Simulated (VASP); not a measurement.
Wanted: the native input for a VASP 6.6.1 run.

* Task: single point
* Functional: PBE
* Potentials or basis: VASP PAW PBE potentials, release 64 (Ga_d, As)
* Cutoff: 520 eV
* k mesh: 6 × 6 × 6
* Occupations: gaussian, width 0.01 eV
* Spin: no spin polarisation
* Dipole correction: no
* Further INCAR settings: ALGO = Normal; EDIFF = 1e-06; NBANDS = 16

The structure of GaAs lies in POSCAR:

```
GaAs
1.0
    0.0000000000      2.8131936010      2.8131936010
    2.8131936010      0.0000000000      2.8131936010
    2.8131936010      2.8131936010      0.0000000000
Ga As
1 1
Direct
    0.0000000000      0.0000000000      0.0000000000
    0.2500000000      0.2500000000      0.2500000000
```

This cell differs from its parent crystal: volume changed by -6%.

One way to write it, as run:

INCAR

```
SYSTEM = GaAs
ALGO = Normal
EDIFF = 1E-6
ENCUT = 520
GGA = PE
ISIF = 2
ISMEAR = 0
LASPH = .TRUE.
LCHARG = .TRUE.
LELF = .TRUE.
LREAL = .FALSE.
LVHAR = .TRUE.
LWAVE = .FALSE.
NBANDS = 16
NELM = 80
PREC = Accurate
SIGMA = 0.01
```

KPOINTS

```
k-points
0
G
  6 6 6
  0 0 0
```

Potentials or basis: VASP PAW PBE potentials, release 64 (Ga_d, As).

Launch:

```console
$ cat potpaw_PBE.64/Ga_d/POTCAR potpaw_PBE.64/As/POTCAR > POTCAR
$ mpirun -np 1 vasp_std > vasp.out
```

Results of the run:

* Pressure: 4.6 GPa
* Band gap on the k mesh: 0.63 eV, direct

Run time: 23 s on 1 thread of Intel(R) Xeon(R) Platinum 8259CL CPU @ 2.50GHz (Skylake/Cascade Lake), with other jobs on the host, peak memory 0.16 GiB.
